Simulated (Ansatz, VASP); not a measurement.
# HfC: VASP beside Ansatz

INCAR

```
SYSTEM = HfC
  ALGO = Normal
  EDIFF = 1E-6
  ENCUT = 600
  GGA_COMPAT = .FALSE.
  ISIF = 2
  ISMEAR = 0
  LASPH = .TRUE.
  LCHARG = .FALSE.
  LREAL = .FALSE.
  LWAVE = .FALSE.
  NBANDS = 14
  NELM = 120
  PREC = Accurate
  SIGMA = 0.05
```

File KPOINTS:

```
k-points
0
G
  6 6 6
  0 0 0
```

The input POSCAR:

```
HfC
1.0
    0.0000000000      2.2605269449      2.2605269449
    2.2605269449      0.0000000000      2.2605269449
    2.2605269449      2.2605269449      0.0000000000
Hf C
1 1
Direct
    0.0000000000      0.0000000000      0.0000000000
    0.5000000000      0.5000000000      0.5000000000
```

Input for Ansatz:

```yaml
crystal:
  lattice:
    - [0.0, 2.2605269447, 2.2605269447]
    - [2.2605269447, 0.0, 2.2605269447]
    - [2.2605269447, 2.2605269447, 0.0]
  atoms:
    - { symbol: Hf, position: [0.0, 0.0, 0.0] }
    - { symbol: C, position: [0.5, 0.5, 0.5] }
basis:
  ecutwfc: 420
kpoints:
  mp_grid: { grid: [6, 6, 6] }
hamiltonian:
  xc: lda
scf:
  occupations: { method: gaussian, width: 0.05 }
output:
  forces: true
  stress: true
  eigenvalues: true
```

Alike in both runs: task single point; functional LDA; k mesh 6 × 6 × 6; occupations gaussian, width 0.05 eV; no spin polarisation.

```csv
,VASP,Ansatz
version,VASP 6.6.1,Ansatz 0.2.0
potentials or method,"VASP PAW LDA potentials, release 64 (Hf_pv, C), cutoff 600 eV","scalar-relativistic, plane waves, PAW"
valence electrons in the cell,14,30
```

|  | VASP | Ansatz | Ansatz less VASP |
| --- | --- | --- | --- |
| gap on the k mesh at the Fermi level (eV) | none | none | - |
| pressure (GPa) | 10.5 | 9.7 | -0.84 |

LDA's correlation is that of Perdew and Zunger in VASP and of Perdew and Wang (1992) in Ansatz. A gap of «none» marks a metal or a gap that the smearing closes. VASP's potentials hold 14 valence electrons a cell and Ansatz's 30, so a difference there can come from the potentials and not from the codes.

The k mesh is coarse, so the values compare programs but aren't converged. Neither program's run includes spin-orbit coupling.
